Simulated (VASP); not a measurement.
Tl, 2 atoms in the cell. Symmetry: Fd-3m, No. 227, cubic system. The conventional cell has a = 7.120 Å, b = 7.120 Å, c = 7.120 Å, α = 90.00°, β = 90.00°, γ = 90.00°. Within 4.1 Å of Tl (site symmetry -43m) lie 4 Tl at 3.08 Å. This isn't the form of Tl at room conditions, which is hcp.

```yaml
Program: VASP 6.6.1
Task: single point
Functional: PBE
Potentials_or_basis: VASP PAW PBE potentials, release 64 (Tl_d)
Cutoff: 520 eV
k_mesh: 10 × 10 × 10
Occupations: fermi-dirac, width 0.05 eV
Spin: no spin polarisation
Dipole_correction: no
Further_INCAR_settings: ALGO = Normal; EDIFF = 1e-07; NBANDS = 20
```

Potentials or basis: VASP PAW PBE potentials, release 64 (Tl_d).

Run with:

```bash
$ cat potpaw_PBE.64/Tl_d/POTCAR > POTCAR
$ mpirun -np 1 vasp_std > vasp.out
```

Hardware: 1 thread of AMD EPYC 7R13, on a shared host.

Task: How long does it take, and how much memory?

Result: Wall time 2.3 min on 1 thread of AMD EPYC 7R13, with other jobs on the host, peak memory 0.24 GiB. Counts: scf iterations 12, k points 47.
